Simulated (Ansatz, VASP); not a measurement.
## ZnS: VASP beside Ansatz

The input INCAR:

```
PREC = Accurate
ENCUT = 520
EDIFF = 1E-6
ISMEAR = 0
SIGMA = 0.05
LREAL = False
LASPH = True
NELM = 100
ALGO = Normal
ISIF = 2
LWAVE = False
LCHARG = True
GGA = PE
LELF = True
LVHAR = True
NBANDS = 26
```

Contents of KPOINTS:

```
Automatic mesh
0
Gamma
  8 8 6
```

Contents of POSCAR:

```
ZnS
1.0
    0.0000000000     -2.7046500000     -2.7046500000
    0.0000000000      2.7046500000     -2.7046500000
    5.4093000000      0.0000000000      0.0000000000
Zn S
2 2
Direct
    0.5061007496      0.5000000000      0.5000000000
   -0.0061007496      0.0000000000      0.0000000000
   -0.0196080856      0.5000000000      0.2500000000
    0.5196080856      0.0000000000      0.7500000000
```

Input for Ansatz:

```yaml
crystal:
  lattice:
    - [0.0, -2.70465, -2.70465]
    - [0.0, 2.70465, -2.70465]
    - [5.4093, 0.0, 0.0]
  atoms:
    - { symbol: Zn, position: [0.5061007496, 0.5, 0.5] }
    - { symbol: Zn, position: [-0.0061007496, 0.0, 0.0] }
    - { symbol: S, position: [-0.0196080856, 0.5, 0.25] }
    - { symbol: S, position: [0.5196080856, 0.0, 0.75] }
basis:
  ecutwfc: 420
kpoints:
  mp_grid: { grid: [8, 8, 6] }
hamiltonian:
  xc: pbe
scf:
  occupations: { method: gaussian, width: 0.05 }
output:
  forces: true
  stress: true
  eigenvalues: true
  write_density: true
  write_potential: true
  elf: true
  volumetric_format: npy
```

Change from the starting cell: mode 10 (303.3 1/cm) frozen in, largest displacement +0.075 Å.

Alike in both runs: task single point; functional PBE; k mesh 8 × 8 × 6; occupations gaussian, width 0.05 eV; no spin polarisation.

```csv
,VASP,Ansatz
version,VASP 6.6.1,Ansatz 0.2.0
potentials or method,"VASP PAW PBE potentials, release 64 (Zn, S), cutoff 520 eV","scalar-relativistic, plane waves, PAW"
valence electrons in the cell,36,36
```

Ansatz gave:

* gap on the k mesh at the Fermi level (eV): 2.08
* least direct gap on the mesh (eV): 2.08
* pressure (GPa): 1.8
* traceless stress, the component that is largest in VASP (GPa): 0.29
* rms of the force components (eV/Å): 0.402

Q: What did VASP give for the same quantities?

A: gap on the k mesh at the Fermi level (eV): 2.08; least direct gap on the mesh (eV): 2.08; pressure (GPa): 2.0; traceless stress, the component that is largest in VASP (GPa): 0.29; rms of the force components (eV/Å): 0.405.

Atom by atom the forces differ by 0.003 eV/Å (rms over components).
